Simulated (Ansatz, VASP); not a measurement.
SnO2: VASP beside Ansatz

The input INCAR:

```
  ALGO = Normal
  EDIFF = 1E-6
  ENCUT = 520
  GGA = PS
  ISIF = 2
  ISMEAR = 0
  LASPH = True
  LCHARG = True
  LELF = True
  LREAL = False
  LVHAR = True
  LWAVE = False
  NBANDS = 35
  NELM = 100
  PREC = Accurate
  SIGMA = 0.02
```

The input KPOINTS:

```
k-points
0
Gamma
  6 6 8
```

POSCAR

```
SnO2
1.0
    4.7689689799      0.0000000000      0.0000000000
    0.0000000000      4.7689689799      0.0000000000
    0.0000000000      0.0000000000      3.2120684289
Sn O
2 4
Direct
    0.0000000000      0.0000000000      0.0000000000
    0.5000000000      0.5000000000      0.5000000000
    0.3062765059      0.3062765059      0.0000000000
    0.1937234941      0.8062765059      0.5000000000
    0.6937234941      0.6937234941      0.0000000000
    0.8062765059      0.1937234941      0.5000000000
```

Input for Ansatz:

```yaml
crystal:
  lattice:
    - [4.768968947, 0.0, 0.0]
    - [0.0, 4.768968947, 0.0]
    - [0.0, 0.0, 3.2120684184]
  atoms:
    - { symbol: Sn, position: [0.0, 0.0, 0.0] }
    - { symbol: Sn, position: [0.5, 0.5, 0.5] }
    - { symbol: O, position: [0.3062765046, 0.3062765046, 0.0] }
    - { symbol: O, position: [0.1937234954, 0.8062765046, 0.5] }
    - { symbol: O, position: [0.6937234954, 0.6937234954, 0.0] }
    - { symbol: O, position: [0.8062765046, 0.1937234954, 0.5] }
basis:
  ecutwfc: 420
kpoints:
  mp_grid: { grid: [6, 6, 8] }
  band_path: { path: [VBM, CBM], npoints: 2 }
hamiltonian:
  xc: pbesol
scf:
  occupations: { method: gaussian, width: 0.02 }
output:
  forces: true
  stress: true
  eigenvalues: true
  write_density: true
  write_potential: true
  elf: true
  volumetric_format: npy
```

Alike in both runs: task single point; functional PBEsol; k mesh 6 × 6 × 8; occupations gaussian, width 0.02 eV; no spin polarisation.

|  | VASP | Ansatz |
| --- | --- | --- |
| version | VASP 6.6.1 | Ansatz 0.2.0 |
| potentials or method | VASP PAW PBE potentials, release 64 (Sn_d, O), cutoff 520 eV | scalar-relativistic, plane waves, PAW |
| valence electrons in the cell | 52 | 52 |

```csv
,VASP,Ansatz,Ansatz less VASP
gap on the k mesh at the Fermi level (eV),0.91,0.92,+0.005
least direct gap on the mesh (eV),0.91,0.92,+0.005
pressure (GPa),0.7,0.0,-0.65
"traceless stress, the component that is largest in VASP (GPa)",0.20,0.00,-0.208
rms of the force components (eV/Å),0.007,0.000,-0.0072
```

VASP's potentials were made for PBE, not for PBEsol. Atom by atom the forces differ by 0.007 eV/Å (rms over components).
